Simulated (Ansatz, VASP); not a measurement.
Two plane-wave programs on SnO

```
Sn O
1.0
     3.81370    0.00000    0.00000
     0.00000    3.81370    0.00000
     0.00000    0.00000    4.88691
Sn O
2 2
Direct
  0.50000 0.00000 0.76463
  0.00000 0.50000 0.23537
  0.00000 0.00000 0.00000
  0.50000 0.50000 0.00000
```

Alike in both runs: functional revPBE; k mesh 4 × 4 × 3; occupations fermi-dirac, width 0.05 eV; no spin polarisation.

```csv
,VASP,Ansatz
version,VASP 6.6.1,Ansatz 0.2.0
potentials or method,"VASP PAW PBE potentials, release 64 (Sn_d, O)",Ansatz PAW
plane-wave cutoff (eV),520,420
valence electrons in the cell,40,40
task,single point,band structure
```

|  | VASP | Ansatz | Ansatz less VASP |
| --- | --- | --- | --- |
| gap on the k mesh at the Fermi level (eV) | 0.16 | 0.14 | -0.013 |
| least direct gap on the mesh (eV) | 2.05 | 2.06 | +0.014 |
| pressure (GPa) | 5.7 | 5.5 | -0.26 |
| traceless stress, the component that is largest in VASP (GPa) | -0.77 | -0.79 | -0.021 |
| rms of the force components (eV/Å) | 0.256 | 0.221 | -0.0349 |

VASP's potentials were made for PBE, not for revPBE. Atom by atom the forces differ by 0.035 eV/Å (rms over components). The functional is the same, so the differences come from potentials, cutoffs and numerics.

The k mesh is coarse, so the values compare programs but aren't converged.
